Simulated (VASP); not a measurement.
Input of a VASP 6.6.1 run:

INCAR

```
  PREC = Accurate
  ENCUT = 520
  EDIFF = 1E-6
  ISMEAR = -1
  SIGMA = 0.05
  LREAL = False
  LASPH = True
  NELM = 100
  ALGO = Normal
  ISIF = 2
  LWAVE = False
  LCHARG = False
  GGA = PE
  NBANDS = 14
```

The input KPOINTS:

```
Automatic mesh
0
Gamma
  15 15 15
```

File POSCAR:

```
HfB
1.0
    0.0000000000      2.3478755842      2.3478755842
    2.3478755842      0.0000000000      2.3478755842
    2.3478755842      2.3478755842      0.0000000000
Hf B
1 1
Direct
    0.5000000000      0.5000000000      0.5000000000
    0.0000000000      0.0000000000      0.0000000000
```

Potentials or basis: VASP PAW PBE potentials, release 64 (Hf_pv, B).

Launch:

```sh
$ cat potpaw_PBE.64/Hf_pv/POTCAR potpaw_PBE.64/B/POTCAR > POTCAR
$ mpirun -np 1 vasp_std > vasp.out
```

(1) Estimate the pressure.

Results:

(1) 18.0 GPa.
